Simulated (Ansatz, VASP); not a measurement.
## Mg3Te in VASP and in Ansatz

The input INCAR:

```
  PREC = Accurate
  ENCUT = 520
  EDIFF = 1E-7
  ISMEAR = -1
  SIGMA = 0.05
  LREAL = False
  LASPH = True
  NELM = 80
  ALGO = Fast
  ISIF = 2
  LWAVE = False
  LCHARG = True
  GGA = CA
  LELF = True
  LVHAR = True
  NBANDS = 14
```

Contents of KPOINTS:

```
regular mesh
0
Gamma
  9 9 9
```

POSCAR

```
Mg3Te
1.0
   -2.1535283599      2.1535283599      5.3174723838
    2.1535283599     -2.1535283599      5.3174723838
    2.1535283599      2.1535283599     -5.3174723838
Te Mg
1 3
Direct
    0.0000000000      0.0000000000      0.0000000000
    0.2500000000      0.7500000000      0.5000000000
    0.7500000000      0.2500000000      0.5000000000
    0.5000000000      0.5000000000      0.0000000000
```

Contents of input.yaml:

```yaml
crystal:
  lattice:
    - [-2.1535283599, 2.1535283599, 5.3174723838]
    - [2.1535283599, -2.1535283599, 5.3174723838]
    - [2.1535283599, 2.1535283599, -5.3174723838]
  atoms:
    - { symbol: Te, position: [0.0, 0.0, 0.0] }
    - { symbol: Mg, position: [0.25, 0.75, 0.5] }
    - { symbol: Mg, position: [0.75, 0.25, 0.5] }
    - { symbol: Mg, position: [0.5, 0.5, 0.0] }
kpoints:
  mp_grid: { grid: [9, 9, 9] }
scf:
  occupations: { method: fermi_dirac, width: 0.05 }
hamiltonian:
  xc: lda
  pseudopotentials: { kind: all_electron, lapw: { basis_error: 0.002 } }
output:
  forces: true
  stress: true
  eigenvalues: true
```

Change from the starting cell: volume scaled by 1.02.

Alike in both runs: task single point; functional LDA; k mesh 9 × 9 × 9; occupations fermi-dirac, width 0.05 eV; no spin polarisation.

```csv
,VASP,Ansatz
version,VASP 6.6.1,Ansatz 0.2.0
potentials or method,"VASP PAW LDA potentials, release 64 (Te, Mg), cutoff 520 eV","all-electron LAPW, scalar-relativistic"
```

Ansatz gave:

- gap on the k mesh at the Fermi level (eV): none
- pressure (GPa): -2.9
- traceless stress, the component that is largest in VASP (GPa): 0.33

What did VASP give for the same quantities?

gap on the k mesh at the Fermi level (eV): none; pressure (GPa): -3.2; traceless stress, the component that is largest in VASP (GPa): 0.29.

LDA's correlation is that of Perdew and Zunger in VASP and of Perdew and Wang (1992) in Ansatz. A gap of «none» marks a metal or a gap that the smearing closes. Ansatz ran all-electron here, and VASP with PAW potentials.

Spin-orbit coupling is off throughout.
